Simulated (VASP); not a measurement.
A run of VASP 6.6.1 is set up as follows.

File INCAR:

```
SYSTEM = Ni
PREC     = Accurate       ! precision mode
ENCUT    = 520            ! plane-wave cutoff, eV
EDIFF    = 1E-7           ! SCF threshold, eV
ISMEAR   = -1             ! smearing method
SIGMA    = 0.1            ! smearing width, eV
LREAL    = .False.        ! projectors in reciprocal space
LASPH    = .True.         ! aspherical terms in the spheres
NELM     = 60             ! most SCF steps
ALGO     = Normal         ! electronic algorithm
ISIF     = 2              ! what is computed and relaxed
LWAVE    = .False.        ! write WAVECAR
LCHARG   = .False.        ! write CHGCAR
GGA      = PS             ! functional
NBANDS   = 11             ! bands
```

The input KPOINTS:

```
Automatic mesh
0
Gamma
  26 26 26
  0 0 0
```

File POSCAR:

```
Ni
1.0
    0.0000000000      1.7524178990      1.7524178990
    1.7524178990      0.0000000000      1.7524178990
    1.7524178990      1.7524178990      0.0000000000
Ni
1
Direct
    0.0000000000      0.0000000000      0.0000000000
```

Potentials or basis: VASP PAW PBE potentials, release 64 (Ni).

Command:

```bash
$ cat potpaw_PBE.64/Ni/POTCAR > POTCAR
$ mpirun -np 1 vasp_std > vasp.out
```

(1) Estimate the band gap on the k mesh.

(2) Predict the pressure.

Results:

(1) zero (band 5 reaches 9.33 eV, above the bottom of band 6 at 8.35 eV).

(2) -8.1 GPa.

Caveat: the PAW data sets were made with another functional, which shifts forces and pressure a little; the run has no spin polarisation, though such a crystal can be magnetic.
